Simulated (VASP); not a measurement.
# CO2 (Pbca) in VASP: a series of runs, part 2 of 2

VASP 6.6.1.

## 5. Single point, PBE (17.34 Å³/atom)

This run uses another cell than the first one, of 17.34 Å³/atom.

File INCAR:

```
SYSTEM = CO2
PREC = Accurate ; ENCUT = 520
EDIFF = 1E-7 ; ISMEAR = 0
SIGMA = 0.05 ; LREAL = .False.
LASPH = .True. ; NELM = 60
ALGO = Normal ; ISIF = 2
LWAVE = .False. ; LCHARG = .False.
GGA = PE ; NBANDS = 44
```

File KPOINTS:

```
Automatic mesh
0
Gamma
  4 4 4
  0 0 0
```

File POSCAR:

```
CO2
1.0
    5.7844971238      0.0000000000      0.0000000000
    0.0000000000      5.7844971238      0.0000000000
    0.0000000000      0.0000000000      6.2183344081
C O
4 8
Direct
    0.0000000000      0.0000000000      0.0000000000
    0.5000000000      0.0000000000      0.5000000000
    0.5000000000      0.5000000000      0.0000000000
    0.0000000000      0.5000000000      0.5000000000
    0.1114834447      0.1114834447      0.1114834447
    0.3885165553      0.8885165553      0.6114834447
    0.6114834447      0.3885165553      0.8885165553
    0.8885165553      0.6114834447      0.3885165553
    0.8885165553      0.8885165553      0.8885165553
    0.6114834447      0.1114834447      0.3885165553
    0.3885165553      0.6114834447      0.1114834447
    0.1114834447      0.3885165553      0.6114834447
```

Command:

```
$ cat potpaw_PBE.64/C/POTCAR potpaw_PBE.64/O/POTCAR > POTCAR
$ mpirun -np 1 vasp_std > vasp.out
```

It took 2 min on 1 thread of Intel Xeon Platinum 8488C (Sapphire Rapids), shared host; peak memory 0.41 GiB.

Results (log left out):

- Free energy: -91.8683 eV
- Pressure: 8.0 GPa
- Largest force: 3.418 eV/Å
- Band gap on the k mesh: 6.78 eV

Forces in eV/Å, atoms in the order of the input:
```
C    0.000  0.000  0.000
C    0.000  0.000  0.000
C    0.000  0.000  0.000
C    0.000  0.000  0.000
O    1.923  1.935  2.060
O   -1.923 -1.935  2.060
O    1.923 -1.935 -2.060
O   -1.923  1.935 -2.060
O   -1.923 -1.935 -2.060
O    1.923  1.935 -2.060
O   -1.923  1.935  2.060
O    1.923 -1.935  2.060
```

Stress tensor (GPa, compression positive):
```
7.65 0.00 0.00
0.00 7.68 0.00
0.00 0.00 8.53
```

Levels at points of the mesh, in eV from the valence-band top:
```
           k point  band 30  band 31  band 32  band 33  band 34  band 35
(0.00, 0.00, 0.00)    -0.16    -0.10     0.00     6.78     8.49     8.57
(0.50, 0.00, 0.00)    -0.23    -0.12    -0.12     8.18     8.18     8.52
(0.00, 0.50, 0.00)    -0.23    -0.11    -0.11     8.18     8.18     8.44
(0.50, 0.50, 0.00)    -0.22    -0.22    -0.22     8.42     8.42     8.42
(0.00, 0.00, 0.50)    -0.25    -0.08    -0.08     7.99     7.99     8.46
(0.50, 0.00, 0.50)    -0.21    -0.21    -0.21     8.44     8.44     8.44
(0.00, 0.50, 0.50)    -0.22    -0.22    -0.22     8.42     8.42     8.42
(0.50, 0.50, 0.50)    -0.21    -0.21    -0.21     8.52     8.52     8.52
```

Caveat: the cell stands under pressure; this functional lacks dispersion, which holds the molecules together, so the pressure and a relaxed volume are unreliable; forces of over 1 eV/Å act on the atoms, so gaps and moduli don't describe the material at rest. A k mesh can miss the band edges.

## 6. Single point, PBE (18.52 Å³/atom)

This run uses another cell than the first one, of 18.52 Å³/atom.

File INCAR:

```
SYSTEM = CO2
PREC = Accurate
ENCUT = 520
EDIFF = 1E-7
ISMEAR = 0
SIGMA = 0.05
LREAL = .FALSE.
LASPH = .TRUE.
NELM = 100
ALGO = Normal
ISIF = 2
LWAVE = .FALSE.
LCHARG = .TRUE.
GGA = PE
LELF = .TRUE.
LVHAR = .TRUE.
NBANDS = 44
```

File KPOINTS:

```
Automatic mesh
0
G
  4 4 4
  0 0 0
```

POSCAR, as its differences from that of step 5:

```diff
@@ -2,5 +2,5 @@
 1.0
-    5.7844971238      0.0000000000      0.0000000000
-    0.0000000000      5.7844971238      0.0000000000
-    0.0000000000      0.0000000000      6.2183344081
+    5.9611494137      0.0000000000      0.0000000000
+    0.0000000000      5.9611494137      0.0000000000
+    0.0000000000      0.0000000000      6.2556301947
 C O
```

Potentials or basis: VASP PAW PBE potentials, release 64 (C, O).

Command:

```
$ cat potpaw_PBE.64/C/POTCAR potpaw_PBE.64/O/POTCAR > POTCAR
$ mpirun -np 1 vasp_std > vasp.out
```

Wall time 4.1 min (1 thread of Intel Xeon Platinum 8488C (Sapphire Rapids), shared host); peak memory 0.41 GiB.

The run converged. Its results:

```yaml
Free_energy: -92.2669 eV
Pressure: 1.1 GPa
Largest_force: 0.573 eV/Å
Band_gap_on_the_k_mesh: 6.58 eV
```

Forces on the atoms (eV/Å):
```
C    0.000  0.000  0.000
C    0.000  0.000  0.000
C    0.000  0.000  0.000
C    0.000  0.000  0.000
O    0.325  0.331  0.336
O   -0.325 -0.331  0.336
O    0.325 -0.331 -0.336
O   -0.325  0.331 -0.336
O   -0.325 -0.331 -0.336
O    0.325  0.331 -0.336
O   -0.325  0.331  0.336
O    0.325 -0.331  0.336
```

Levels at points of the mesh, in eV from the valence-band top:
```csv
k point,band 29,band 30,band 31,band 32,band 33,band 34,band 35,band 36
"(0.00, 0.00, 0.00)",-0.14,-0.13,-0.06,0.00,6.58,8.13,8.18,8.21
"(0.50, 0.00, 0.00)",-0.19,-0.19,-0.09,-0.09,7.91,7.91,8.14,8.14
"(0.00, 0.50, 0.00)",-0.19,-0.19,-0.08,-0.08,7.91,7.91,8.09,8.09
"(0.50, 0.50, 0.00)",-0.19,-0.19,-0.19,-0.19,8.08,8.08,8.08,8.08
"(0.00, 0.00, 0.50)",-0.20,-0.20,-0.06,-0.06,7.79,7.79,8.10,8.10
"(0.50, 0.00, 0.50)",-0.18,-0.18,-0.18,-0.18,8.09,8.09,8.09,8.09
"(0.00, 0.50, 0.50)",-0.19,-0.19,-0.19,-0.19,8.08,8.08,8.08,8.08
"(0.50, 0.50, 0.50)",-0.18,-0.18,-0.18,-0.18,8.13,8.13,8.13,8.13
```

Caveat: this functional lacks dispersion, which holds the molecules together, so the pressure and a relaxed volume are unreliable.

## 7. Summary

```tsv
cell	gap on the mesh (eV)	pressure (GPa)	largest force (eV/Å)
a = 5.756, b = 5.756, c = 6.494 Å, 12 atoms	6.62	3.6	1.59
a = 5.950, b = 5.950, c = 5.274 Å, 12 atoms	7.10	22.8	8.86
a = 5.692, b = 5.692, c = 6.422 Å, 12 atoms	6.73	7.3	3.11
a = 5.784, b = 5.784, c = 6.218 Å, 12 atoms	6.78	8.0	3.42
a = 5.961, b = 5.961, c = 6.256 Å, 12 atoms	6.58	1.1	0.57
```

Alike in all rows: task single point; level PBE; potentials or basis VASP PAW PBE potentials, release 64 (C, O); no spin polarisation; k mesh 4 × 4 × 4; cutoff (eV) 520; smearing gaussian 0.05 eV.

Caveats: this functional lacks dispersion, which holds the molecules together, so the pressure and a relaxed volume are unreliable; the cell stands under pressure (at least some runs); forces of over 1 eV/Å act on the atoms, so gaps and moduli don't describe the material at rest (at least some runs).

Absolute energies hang on the potentials; compare differences alone.
